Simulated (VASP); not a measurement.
# TaN (P-6m2) in VASP: further runs

Runs on TaN. Level: PBEsol. Tasks: single point.

Program: VASP 6.6.1. These are calculated values, not measurements. Logs are shortened: lines on timing, memory, paths and dates and some standing lists are left out, and cuts for length are marked.

## (1) The cell of the first run

Symmetry: P-6m2, No. 187, hexagonal system. The conventional cell has a = 2.802 Å, b = 2.802 Å, c = 2.751 Å, α = 90.00°, β = 90.00°, γ = 120.00°. Ta (site symmetry -6m2) has 6 N at 2.12 Å and 2 Ta at 2.75 Å within 2.8 Å. N (site symmetry -6m2) has 6 Ta at 2.12 Å and 2 N at 2.75 Å within 2.8 Å.

## (2) Single point, PBEsol (volume 9.353 Å^3 an atom, c/a of the conventional cell 0.9818)

File INCAR:

```
SYSTEM = TaN
ALGO = Normal
EDIFF = 1E-6
ENCUT = 520
GGA = PS
ISIF = 2
ISMEAR = 0
LASPH = .TRUE.
LCHARG = .FALSE.
LREAL = .FALSE.
LWAVE = .FALSE.
NBANDS = 15
NELM = 100
PREC = Accurate
SIGMA = 0.15
```

File KPOINTS:

```
k-points
0
G
  21 21 18
  0 0 0
```

File POSCAR:

```
TaN
1.0
    2.8020737111      0.0000000000      0.0000000000
   -1.4010368555      2.4266670171      0.0000000000
    0.0000000000      0.0000000000      2.7510037798
Ta N
1 1
Direct
    0.3333333333      0.6666666667      0.5000000000
    0.0000000000      0.0000000000      0.0000000000
```

Potentials or basis: VASP PAW PBE potentials, release 64 (Ta_pv, N).

Command:

```console
cat potpaw_PBE.64/Ta_pv/POTCAR potpaw_PBE.64/N/POTCAR > POTCAR
mpirun -np 1 vasp_std > vasp.out
```

OUTCAR:

```text
SYSTEM = TaN
   EDIFF = 1E-6
   ENCUT = 520
   GGA = PS
   ISIF = 2
   ISMEAR = 0
   LASPH = .TRUE.
   LREAL = .FALSE.
   NELM = 100
   PREC = Accurate

 ion  position               nearest neighbor table
   1  0.333  0.667  0.500-   2 2.12   2 2.12   2 2.12   2 2.12   2 2.12   2 2.12
   2  0.000  0.000  0.000-   1 2.12   1 2.12   1 2.12   1 2.12   1 2.12   1 2.12

  LATTYP: Found a hexagonal cell.
 ALAT       =     2.8020737111
 C/A-ratio  =     0.9817742370

  Lattice vectors:

 A1 = (   2.8020737111,   0.0000000000,   0.0000000000)
 A2 = (  -1.4010368555,   2.4266670171,   0.0000000000)
 A3 = (   0.0000000000,   0.0000000000,   2.7510037798)

Analysis of symmetry for initial positions (statically):
=====================================================================
 Subroutine PRICEL returns:
 Original cell was already a primitive cell.

 Routine SETGRP: Setting up the symmetry group for a
 hexagonal supercell.

 Subroutine GETGRP returns: Found 12 space group operations
 (whereof 12 operations were pure point group operations)
 out of a pool of 24 trial point group operations.

The static configuration has the point symmetry D_3h.

Analysis of symmetry for dynamics (positions and initial velocities):
=====================================================================
 Subroutine PRICEL returns:
 Original cell was already a primitive cell.

 Routine SETGRP: Setting up the symmetry group for a
 hexagonal supercell.

 Subroutine GETGRP returns: Found 12 space group operations
 (whereof 12 operations were pure point group operations)
 out of a pool of 24 trial point group operations.

The dynamic configuration has the point symmetry D_3h.

 Subroutine INISYM returns: Found 12 space group operations
 (whereof 12 operations are pure point group operations),
 and found     1 'primitive' translations

----------------------------------------------------------------------------------------

                                     Primitive cell

  volume of cell :      18.7060

  direct lattice vectors                    reciprocal lattice vectors
     2.802073711  0.000000000  0.000000000     0.356878549  0.206043926  0.000000000
    -1.401036855  2.426667017  0.000000000     0.000000000  0.412087853  0.000000000
     0.000000000  0.000000000  2.751003780     0.000000000  0.000000000  0.363503681

  length of vectors
     2.802073711  2.802073711  2.751003780     0.412087853  0.412087853  0.363503681
[... 85 lines left out ...]
   IBRION =     -1    ionic relax: 0-MD 1-quasi-New 2-CG
   NFREE  =      0    steps in history (QN), initial steepest desc. (CG)
   ISIF   =      2    stress and relaxation
   ISYM   =      2    0-nonsym 1-usesym 2-fastsym
   POTIM  = 0.5000    time-step for ionic-motion
   TEBEG  =    0.0;   TEEND  =   0.0 temperature during run
   PSTRESS=    0.0 pullay stress
   NELECT =      16.0000    total number of electrons
   NUPDOWN=      -1.0000    fix difference up-down
   EMIN   =  10.00;   EMAX   =-10.00  energy-range for DOS
   EFERMI =   0.00;   METHOD = LEGACY
   ISMEAR =     0;   SIGMA  =   0.15  broadening in eV -4-tet -1-fermi 0-gaus
   EFERMI_NEDOS =   21; number of points for ismear=-14 and -15
   IALGO  =     38    algorithm
   IMIX   =      4    mixing-type and parameters
     AMIX     =   0.40;   BMIX     =  1.00
     AMIX_MAG =   1.60;   BMIX_MAG =  1.00
  volume/ion in A,a.u.               =       9.35        63.12
  Fermi-wavevector in a.u.,A,eV,Ry     =   1.554013  2.936658 32.857457  2.414955
  Thomas-Fermi vector in A             =   2.658160
   LORBIT       =      0    0 simple, 1 ext, 2 COOP (PROOUT), +10 PAW based schemes
   GGA     = PS    functional components
   LHFCALC =     F    Hartree Fock is set to
   AEXX    =    0.0000 exact exchange contribution
   IVDW    =     0    specifies the selected vdW correction
   LEPSILON=     F    determine dielectric tensor
   LRPA    =     F    only Hartree local field effects (RPA)
 non-spin polarized calculation
 Gauss-broadening in eV      SIGMA  =   0.15
  energy-cutoff  :      520.00
  volume of cell :       18.71
 maximum number of plane-waves:       521
 NGX is ok and might be reduce to    24
   NGX = 11   NGY = 11   NGZ = 11

 number of electron      16.0000004 magnetization

 Free energy of the ion-electron system (eV)
  ---------------------------------------------------
  ext. energy  EPLUGINS =         0.00000000
  ---------------------------------------------------
  free energy    TOTEN  =       -23.34898856 eV

  energy without entropy =      -23.34787323  energy(sigma->0) =      -23.34843090

 E-fermi :   9.6326     XC(G=0): -14.2941

 val. band max:        9.6247893384   @ k =   0.4762   0.0000   0.5000
 cond. band min:       9.6761717017   @ k =   0.0476  -0.0000   0.3889
 fundamental gap:      0.0513823632
 Fermi energy:         9.6326301936

 k-point     1 :       0.0000    0.0000    0.0000
  band No.  band energies     occupation
      1     -24.7388      2.00000
      2     -24.3777      2.00000
      3     -24.3777      2.00000
      4      -9.1949      2.00000
      5       4.4167      2.00000
      6       4.4167      2.00000
      7       4.6886      2.00000
      8       6.5983      2.00000
      9      12.9492      0.00000
     10      13.9354      0.00000
     11      13.9354      0.00000
     12      14.4860      0.00000
     13      14.4860      0.00000
     14      23.4584      0.00000
[... 401 lines left out ...]
      2     -24.6134      2.00000
      3     -24.6116      2.00000
      4      -7.7403      2.00000
      5       2.0438      2.00000
      6       4.9301      2.00000
      7       5.2802      2.00000
      8       6.1704      2.00000
      9      11.9368      0.00000
     10      13.4631      0.00000
     11      14.6142      0.00000
     12      15.9902      0.00000
     13      16.5804      0.00000
     14      23.5112      0.00000
     15      24.0527      0.00000

 [... further k-points ...]
[... 5 lines left out ...]
  --------------------------------------------------------------------------------------
  -------------------------------------------------------------------------------------
  Total        7.0449930      7.0449930      7.9146236      0.0000000     -0.0000000      0.0000000
  in kB      603.4068282    603.4068282    677.8910796      0.0000000     -0.0000000      0.0000000
  external PRESSURE =     628.2349120 kB  Pullay stress =       0.0000000 kB

 VOLUME and BASIS-vectors are now :
 -----------------------------------------------------------------------------
  energy-cutoff  :      520.00
  volume of cell :       18.71
      direct lattice vectors                 reciprocal lattice vectors
     2.802073711  0.000000000  0.000000000     0.356878549  0.206043926  0.000000000
    -1.401036855  2.426667017  0.000000000     0.000000000  0.412087853  0.000000000
     0.000000000  0.000000000  2.751003780     0.000000000  0.000000000  0.363503681

 POSITION                                       TOTAL-FORCE (eV/Angst)
 -----------------------------------------------------------------------------------
     -0.00000      1.61778      1.37550        -0.000000      0.000000      0.000000
      0.00000      0.00000      0.00000         0.000000      0.000000      0.000000
 -----------------------------------------------------------------------------------
    total drift:                                0.000000     -0.000000     -0.000000

  FREE ENERGIE OF THE ION-ELECTRON SYSTEM (eV)
  ---------------------------------------------------
  free  energy   TOTEN  =       -23.3489885619 eV

  energy  without entropy=      -23.3478732328  energy(sigma->0) =      -23.34843090
```

OSZICAR:

```text
N       E                     dE             d eps       ncg     rms          rms(c)
DAV:   1     0.903688364374E+02    0.90369E+02   -0.88024E+03 14416   0.116E+03
DAV:   2    -0.229578016572E+02   -0.11333E+03   -0.10707E+03 17333   0.314E+02
DAV:   3    -0.256178922076E+02   -0.26601E+01   -0.26497E+01 17123   0.449E+01
DAV:   4    -0.256268743046E+02   -0.89821E-02   -0.89797E-02 18418   0.285E+00
DAV:   5    -0.256269116578E+02   -0.37353E-04   -0.37353E-04 16913   0.173E-01    0.318E+01
DAV:   6    -0.234201624134E+02    0.22067E+01   -0.33663E+00 17820   0.226E+01    0.142E+01
DAV:   7    -0.233788181687E+02    0.41344E-01   -0.44836E-01 14687   0.544E+00    0.883E+00
DAV:   8    -0.233539054996E+02    0.24913E-01   -0.69567E-02 17823   0.225E+00    0.166E+00
DAV:   9    -0.233490273667E+02    0.48781E-02   -0.89146E-03 16248   0.810E-01    0.146E-01
DAV:  10    -0.233490339383E+02   -0.65716E-05   -0.70362E-04 17165   0.319E-01    0.790E-02
DAV:  11    -0.233489885208E+02    0.45417E-04   -0.63337E-05 17242   0.913E-02    0.956E-03
DAV:  12    -0.233489885619E+02   -0.41116E-07   -0.69559E-06 15009   0.258E-02
   1 F= -.23348989E+02 E0= -.23348431E+02  d E =-.111533E-02
```

Wall time 60 s (1 thread of Intel Xeon Platinum 8259CL at 2.50GHz (Skylake/Cascade Lake), shared host); peak memory 0.25 GiB.

Results:

* Free energy: -23.3490 eV
* Pressure: 62.8 GPa
* Band gap on the k mesh: zero (band 8 reaches 9.84 eV, above the bottom of band 9 at 9.47 eV)

Caveat: the PAW data sets were made with another functional, which shifts forces and pressure a little; spin-orbit coupling is left out, which moves the levels of the heavy elements.

## (3) Single point, PBEsol (volume 9.353 Å^3 an atom, c/a of the conventional cell 0.9432)

File INCAR:

```
SYSTEM = TaN
  PREC = Accurate
  ENCUT = 520
  EDIFF = 1E-6
  ISMEAR = 0
  SIGMA = 0.15
  LREAL = .FALSE.
  LASPH = .TRUE.
  NELM = 60
  ALGO = Normal
  ISIF = 2
  LWAVE = .FALSE.
  LCHARG = .FALSE.
  GGA = PS
  NBANDS = 15
```

File KPOINTS:

```
Automatic mesh
0
G
  21 21 18
  0 0 0
```

File POSCAR:

```
TaN
1.0
    2.8397634733      0.0000000000      0.0000000000
   -1.4198817366      2.4593073087      0.0000000000
    0.0000000000      0.0000000000      2.6784649080
Ta N
1 1
Direct
    0.3333333333      0.6666666667      0.5000000000
    0.0000000000      0.0000000000      0.0000000000
```

Potentials or basis: VASP PAW PBE potentials, release 64 (Ta_pv, N).

Command:

```console
cat potpaw_PBE.64/Ta_pv/POTCAR potpaw_PBE.64/N/POTCAR > POTCAR
mpirun -np 1 vasp_std > vasp.out
```

OUTCAR:

```text
SYSTEM = TaN
   PREC = Accurate
   ENCUT = 520
   EDIFF = 1E-6
   ISMEAR = 0
   LREAL = .FALSE.
   LASPH = .TRUE.
   NELM = 60
   ISIF = 2
   GGA = PS

 ion  position               nearest neighbor table
   1  0.333  0.667  0.500-   2 2.12   2 2.12   2 2.12   2 2.12   2 2.12   2 2.12
   2  0.000  0.000  0.000-   1 2.12   1 2.12   1 2.12   1 2.12   1 2.12   1 2.12

  LATTYP: Found a hexagonal cell.
 ALAT       =     2.8397634733
 C/A-ratio  =     0.9432000000

  Lattice vectors:

 A1 = (   2.8397634733,   0.0000000000,   0.0000000000)
 A2 = (  -1.4198817366,   2.4593073087,   0.0000000000)
 A3 = (   0.0000000000,   0.0000000000,   2.6784649080)

Analysis of symmetry for initial positions (statically):
=====================================================================
 Subroutine PRICEL returns:
 Original cell was already a primitive cell.

 Routine SETGRP: Setting up the symmetry group for a
 hexagonal supercell.

 Subroutine GETGRP returns: Found 12 space group operations
 (whereof 12 operations were pure point group operations)
 out of a pool of 24 trial point group operations.

The static configuration has the point symmetry D_3h.

Analysis of symmetry for dynamics (positions and initial velocities):
=====================================================================
 Subroutine PRICEL returns:
 Original cell was already a primitive cell.

 Routine SETGRP: Setting up the symmetry group for a
 hexagonal supercell.

 Subroutine GETGRP returns: Found 12 space group operations
 (whereof 12 operations were pure point group operations)
 out of a pool of 24 trial point group operations.

The dynamic configuration has the point symmetry D_3h.

 Subroutine INISYM returns: Found 12 space group operations
 (whereof 12 operations are pure point group operations),
 and found     1 'primitive' translations

----------------------------------------------------------------------------------------

                                     Primitive cell

  volume of cell :      18.7060
[... 119 lines left out ...]
   LRPA    =     F    only Hartree local field effects (RPA)
 non-spin polarized calculation
 Gauss-broadening in eV      SIGMA  =   0.15
  energy-cutoff  :      520.00
  volume of cell :       18.71
 maximum number of plane-waves:       515
 NGX is ok and might be reduce to    24
   NGX = 11   NGY = 11   NGZ =  9

 number of electron      15.9999997 magnetization

 Free energy of the ion-electron system (eV)
  ---------------------------------------------------
  ext. energy  EPLUGINS =         0.00000000
  ---------------------------------------------------
  free energy    TOTEN  =       -23.27243135 eV

  energy without entropy =      -23.27079549  energy(sigma->0) =      -23.27161342

 E-fermi :   9.7039     XC(G=0): -14.2860

 val. band max:        9.6559098414   @ k =   0.3333   0.3333   0.0000
 cond. band min:       9.7074263443   @ k =   0.4762   0.0476   0.4444
 fundamental gap:      0.0515165029
 Fermi energy:         9.7038921400

 k-point     1 :       0.0000    0.0000    0.0000
  band No.  band energies     occupation
      1     -24.5711      2.00000
      2     -24.4456      2.00000
      3     -24.4456      2.00000
      4      -9.2225      2.00000
      5       4.0718      2.00000
      6       4.0718      2.00000
      7       4.7524      2.00000
      8       6.8827      2.00000
      9      12.5800      0.00000
     10      14.2116      0.00000
     11      14.2116      0.00000
     12      14.6179      0.00000
     13      14.6179      0.00000
     14      23.4993      0.00000
[... 401 lines left out ...]
      2     -24.6590      2.00000
      3     -24.4631      2.00000
      4      -7.8002      2.00000
      5       1.8489      2.00000
      6       4.9941      2.00000
      7       5.3025      2.00000
      8       6.0516      2.00000
      9      12.1820      0.00000
     10      13.7058      0.00000
     11      14.6480      0.00000
     12      16.1125      0.00000
     13      16.3498      0.00000
     14      23.5365      0.00000
     15      24.0724      0.00000

 [... further k-points ...]

------------------------ aborting loop because EDIFF is reached ----------------------------------------

  FORCE on cell =-STRESS in cart. coord.  units (eV):
  Direction    XX          YY          ZZ          XY          YZ          ZX
  --------------------------------------------------------------------------------------
  -------------------------------------------------------------------------------------
  Total        5.9476423      5.9476423     10.8401907      0.0000000      0.0000000     -0.0000000
  in kB      509.4182405    509.4182406    928.4672209      0.0000000      0.0000000     -0.0000000
  external PRESSURE =     649.1012340 kB  Pullay stress =       0.0000000 kB

 VOLUME and BASIS-vectors are now :
 -----------------------------------------------------------------------------
  energy-cutoff  :      520.00
  volume of cell :       18.71
      direct lattice vectors                 reciprocal lattice vectors
     2.839763473  0.000000000  0.000000000     0.352142004  0.203309281  0.000000000
    -1.419881737  2.459307309  0.000000000     0.000000000  0.406618561  0.000000000
     0.000000000  0.000000000  2.678464908     0.000000000  0.000000000  0.373348181

 POSITION                                       TOTAL-FORCE (eV/Angst)
 -----------------------------------------------------------------------------------
     -0.00000      1.63954      1.33923        -0.000000      0.000000      0.000000
      0.00000      0.00000      0.00000         0.000000     -0.000000      0.000000
 -----------------------------------------------------------------------------------
    total drift:                                0.000000     -0.000000     -0.000000

  FREE ENERGIE OF THE ION-ELECTRON SYSTEM (eV)
  ---------------------------------------------------
  free  energy   TOTEN  =       -23.2724313535 eV

  energy  without entropy=      -23.2707954910  energy(sigma->0) =      -23.27161342
```

OSZICAR:

```text
N       E                     dE             d eps       ncg     rms          rms(c)
DAV:   1     0.914634730351E+02    0.91463E+02   -0.88101E+03 14416   0.116E+03
DAV:   2    -0.228524870100E+02   -0.11432E+03   -0.10770E+03 17277   0.315E+02
DAV:   3    -0.255503663436E+02   -0.26979E+01   -0.26878E+01 17004   0.453E+01
DAV:   4    -0.255595452471E+02   -0.91789E-02   -0.91762E-02 18292   0.287E+00
DAV:   5    -0.255595861973E+02   -0.40950E-04   -0.40949E-04 16990   0.178E-01    0.321E+01
DAV:   6    -0.233368721602E+02    0.22227E+01   -0.33665E+00 17904   0.226E+01    0.144E+01
DAV:   7    -0.233018027692E+02    0.35069E-01   -0.45712E-01 14764   0.541E+00    0.891E+00
DAV:   8    -0.232777948408E+02    0.24008E-01   -0.69986E-02 17872   0.221E+00    0.176E+00
DAV:   9    -0.232724527845E+02    0.53421E-02   -0.91528E-03 16339   0.813E-01    0.136E-01
DAV:  10    -0.232724809195E+02   -0.28135E-04   -0.74829E-04 17137   0.321E-01    0.807E-02
DAV:  11    -0.232724315696E+02    0.49350E-04   -0.82495E-05 17123   0.984E-02    0.131E-02
DAV:  12    -0.232724313535E+02    0.21606E-06   -0.82738E-06 15156   0.289E-02
   1 F= -.23272431E+02 E0= -.23271613E+02  d E =-.163586E-02
```

Run time: 66 s. Hardware: 1 thread of Intel Xeon Platinum 8259CL at 2.50GHz (Skylake/Cascade Lake), shared host; peak memory 0.25 GiB.

What came out:

- Free energy: -23.2724 eV
- Pressure: 64.9 GPa
- Band gap on the k mesh: zero (band 8 reaches 10.16 eV, above the bottom of band 9 at 9.53 eV)

Stress tensor (GPa, compression positive):
```
50.94  0.00  0.00
 0.00 50.94  0.00
 0.00  0.00 92.85
```

Levels at points of the mesh, in eV from the Fermi level:
```tsv
k point	band 4	band 5	band 6	band 7	band 8	band 9	band 10	band 11	band 12	band 13
(0.00, 0.00, 0.00)	-18.93	-5.63	-5.63	-4.95	-2.82	2.88	4.51	4.51	4.91	4.91
(0.00, 0.00, 0.50)	-15.17	-10.32	-4.69	-4.69	-0.17	-0.17	3.32	3.32	3.42	9.21
```

Caveat: the PAW data sets were made with another functional, which shifts forces and pressure a little; spin-orbit coupling is left out, which moves the levels of the heavy elements.

(Part 1 of 2 ends here.)
